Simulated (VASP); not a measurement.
# SiO2 (I-42d) in VASP: notebook, part 2 of 2

VASP 6.6.1. The steps go on from the part before.

### 4 Single point, PBEsol

This run uses another cell than the first one, of 13.36 Å³/atom, 1.056 times its volume.

INCAR reads:

```
  PREC = Accurate
  ENCUT = 520
  EDIFF = 1E-6
  ISMEAR = 0
  SIGMA = 0.01
  LREAL = False
  LASPH = True
  NELM = 60
  ALGO = Normal
  ISIF = 2
  LWAVE = False
  LCHARG = False
  GGA = PS
  NBANDS = 25
```

KPOINTS reads:

```
regular mesh
0
Gamma
  6 6 6
```

POSCAR reads:

```
SiO2
1.0
   -2.3338040895      2.3338040895      3.6805301114
    2.3338040895     -2.3338040895      3.6805301114
    2.3338040895      2.3338040895     -3.6805301114
Si O
2 4
Direct
    0.0000000000      0.0000000000      0.0000000000
    0.7500000000      0.2500000000      0.5000000000
    0.9983800000      0.6250000000      0.8733800000
    0.3750000000      0.2483800000      0.3733800000
    0.7516200000      0.1250000000      0.1266200000
    0.8750000000      0.0016200000      0.6266200000
```

Potentials or basis: VASP PAW PBE potentials, release 64 (Si, O).

The run is started by

```sh
cat potpaw_PBE.64/Si/POTCAR potpaw_PBE.64/O/POTCAR > POTCAR
mpirun -np 1 vasp_std > vasp.out
```

OUTCAR:

```text
PREC = Accurate
   ENCUT = 520
   EDIFF = 1E-6
   ISMEAR = 0
   LREAL = False
   LASPH = True
   NELM = 60
   ISIF = 2
   GGA = PS

 ion  position               nearest neighbor table
   1  0.000  0.000  0.000-   4 1.59   3 1.59   5 1.59   6 1.59   2 2.97   2 2.97   2 2.97   2 2.97

   2  0.750  0.250  0.500-   3 1.59   4 1.59   5 1.59   6 1.59   1 2.97   1 2.97   1 2.97   1 2.97

   3  0.998  0.625  0.873-   2 1.59   1 1.59
   4  0.375  0.248  0.373-   1 1.59   2 1.59
   5  0.752  0.125  0.127-   1 1.59   2 1.59
   6  0.875  0.002  0.627-   1 1.59   2 1.59
[... 882 lines left out ...]
  -------------------------------------------------------------------------------------
  Total        6.0263124      6.0263124      5.2041216      0.0000000     -0.0000000      0.0000000
  in kB      120.4101400    120.4101400    103.9821655      0.0000000     -0.0000000      0.0000000
  external PRESSURE =     114.9341485 kB  Pullay stress =       0.0000000 kB

 VOLUME and BASIS-vectors are now :
 -----------------------------------------------------------------------------
  energy-cutoff  :      520.00
  volume of cell :       80.19
      direct lattice vectors                 reciprocal lattice vectors
    -2.333804090  2.333804090  3.680530111     0.000000000  0.214242490  0.135849996
     2.333804090 -2.333804090  3.680530111     0.214242490  0.000000000  0.135849996
     2.333804090  2.333804090 -3.680530111     0.214242490  0.214242490  0.000000000

 POSITION                                       TOTAL-FORCE (eV/Angst)
 -----------------------------------------------------------------------------------
      0.00000      0.00000      0.00000         0.000000     -0.000000      0.000000
      0.00000      2.33380      1.84027         0.000000     -0.000000      0.000000
      1.16690      2.90969      2.76040         0.000000      0.744981     -0.000000
      0.57589      1.16690      0.92013         0.744981     -0.000000     -0.000000
     -1.16690      1.75791      2.76040         0.000000     -0.744981      0.000000
     -0.57589      3.50071      0.92013        -0.744981      0.000000      0.000000
 -----------------------------------------------------------------------------------
    total drift:                               -0.000000     -0.000000     -0.000000

  FREE ENERGIE OF THE ION-ELECTRON SYSTEM (eV)
  ---------------------------------------------------
  free  energy   TOTEN  =       -49.1245490851 eV

  energy  without entropy=      -49.1245490851  energy(sigma->0) =      -49.12454909
```

OSZICAR:

```text
N       E                     dE             d eps       ncg     rms          rms(c)
DAV:   1     0.169090276523E+03    0.16909E+03   -0.16434E+04  1500   0.115E+03
DAV:   2    -0.440926201074E+02   -0.21318E+03   -0.20448E+03  2044   0.274E+02
DAV:   3    -0.550977521776E+02   -0.11005E+02   -0.10959E+02  2019   0.634E+01
DAV:   4    -0.551986508606E+02   -0.10090E+00   -0.10086E+00  1776   0.698E+00
DAV:   5    -0.551998274159E+02   -0.11766E-02   -0.11764E-02  2001   0.741E-01    0.214E+01
DAV:   6    -0.492122161341E+02    0.59876E+01   -0.17877E+01  1806   0.270E+01    0.110E+01
DAV:   7    -0.491477936112E+02    0.64423E-01   -0.66685E-01  1921   0.449E+00    0.380E+00
DAV:   8    -0.491198653481E+02    0.27928E-01   -0.42619E-02  1940   0.167E+00    0.136E+00
DAV:   9    -0.491227245026E+02   -0.28592E-02   -0.17264E-02  1711   0.958E-01    0.256E-01
DAV:  10    -0.491244399926E+02   -0.17155E-02   -0.21090E-03  1824   0.274E-01    0.779E-02
DAV:  11    -0.491245368753E+02   -0.96883E-04   -0.42376E-04  1891   0.145E-01    0.191E-02
DAV:  12    -0.491245454558E+02   -0.85806E-05   -0.31396E-05  1772   0.364E-02    0.973E-03
DAV:  13    -0.491245487356E+02   -0.32797E-05   -0.36663E-06  1693   0.122E-02    0.507E-03
DAV:  14    -0.491245490851E+02   -0.34952E-06   -0.35005E-07  1358   0.414E-03
   1 F= -.49124549E+02 E0= -.49124549E+02  d E =-.177541E-34
```

stdout:

```text
POSCAR found type information on POSCAR SiO
 POSCAR found :  2 types and       6 ions
 scaLAPACK will be used
 -----------------------------------------------------------------------------
|                                                                             |
|                                                                             |
|     You enforced a specific xc type in the INCAR file but a different       |
|     I HOPE YOU KNOW WHAT YOU ARE DOING!                                     |
|                                                                             |
 -----------------------------------------------------------------------------

 LDA part: xc-table for (Slater+PW92), standard interpolation
 POSCAR, INCAR and KPOINTS ok, starting setup
 FFT: planning ... GRIDC
 FFT: planning ... GRID_SOFT
 FFT: planning ... GRID
 WAVECAR not read
 entering main loop
```

Run time: 86 s. Hardware: 1 thread of AMD EPYC 9R14 (Zen 4), shared host; peak memory 0.21 GiB.

What came out:

- Free energy: -49.1245 eV
- Pressure: 11.5 GPa
- Largest force: 0.745 eV/Å
- Band gap on the k mesh: 6.30 eV, direct

Forces on the atoms (eV/Å):
```
Si   0.000  0.000  0.000
Si   0.000  0.000  0.000
O    0.000  0.745  0.000
O    0.745  0.000  0.000
O    0.000 -0.745  0.000
O   -0.745  0.000  0.000
```

Stress tensor (GPa, compression positive):
```
12.04  0.00  0.00
 0.00 12.04  0.00
 0.00  0.00 10.40
```

Caveat: the PAW data sets were made with another functional, which shifts forces and pressure a little. A k mesh can miss the band edges.

### 5 Single point, PBEsol

This run uses another cell than the first one, of 13.72 Å³/atom, 1.083 times its volume.

INCAR: that of step 4 with these lines changed.

```diff
@@ -7,3 +7,3 @@
   LASPH = True
-  NELM = 60
+  NELM = 80
   ALGO = Normal
```

KPOINTS is that of step 4.

POSCAR: that of step 4 with these lines changed.

```diff
@@ -2,5 +2,5 @@
 1.0
-   -2.3338040895      2.3338040895      3.6805301114
-    2.3338040895     -2.3338040895      3.6805301114
-    2.3338040895      2.3338040895     -3.6805301114
+   -2.3540990568      2.3540990568      3.7125363276
+    2.3540990568     -2.3540990568      3.7125363276
+    2.3540990568      2.3540990568     -3.7125363276
 Si O
```

The run is started by

```sh
cat potpaw_PBE.64/Si/POTCAR potpaw_PBE.64/O/POTCAR > POTCAR
mpirun -np 1 vasp_std > vasp.out
```

Wall time 86 s (1 thread of AMD EPYC 9R14 (Zen 4), shared host); peak memory 0.21 GiB.

The run converged. Its results:

* Free energy: -49.2436 eV
* Pressure: 6.3 GPa
* Largest force: 0.368 eV/Å
* Band gap on the k mesh: 6.14 eV, direct

Forces in eV/Å, atoms in the order of the input:
```
Si   0.000  0.000  0.000
Si   0.000  0.000  0.000
O    0.000  0.368  0.000
O    0.368  0.000  0.000
O    0.000 -0.368  0.000
O   -0.368  0.000  0.000
```

Stress tensor (GPa, compression positive):
```
6.86 0.00 0.00
0.00 6.86 0.00
0.00 0.00 5.07
```

Levels at points of the mesh, in eV from the valence-band top:
```csv
k point,band 13,band 14,band 15,band 16,band 17,band 18,band 19,band 20
"(0.00, 0.00, 0.00)",-1.36,-1.02,0.00,0.00,6.14,8.66,11.39,11.39
"(0.50, 0.00, 0.00)",-1.32,-0.69,-0.30,-0.19,8.56,9.29,10.06,10.32
"(0.50, 0.50, 0.00)",-0.78,-0.78,-0.24,-0.24,9.59,9.59,10.29,10.29
"(0.50, 0.50, 0.50)",-1.53,-1.53,-0.12,-0.12,9.12,9.12,9.75,9.75
```

Caveat: the PAW data sets were made with another functional, which shifts forces and pressure a little. A k mesh can miss the band edges.

### 6 Overview

```tsv
cell	gap on the mesh (eV)	pressure (GPa)	largest force (eV/Å)
a = 4.855 Å, angles 123.7, 123.7, 83.8°, 6 atoms	6.61	24.2	1.62
a = 4.900 Å, angles 123.7, 123.7, 83.8°, 6 atoms	6.46	17.4	1.16
a = 4.944 Å, angles 123.7, 123.7, 83.8°, 6 atoms	6.30	11.5	0.74
a = 4.987 Å, angles 123.7, 123.7, 83.8°, 6 atoms	6.14	6.3	0.37
```

Alike in all rows: task single point; level PBEsol; potentials or basis VASP PAW PBE potentials, release 64 (Si, O); no spin polarisation; k mesh 6 × 6 × 6; cutoff (eV) 520; smearing gaussian 0.01 eV.

Caveats: the PAW data sets were made with another functional, which shifts forces and pressure a little.

Absolute energies hang on the potentials; compare differences alone.
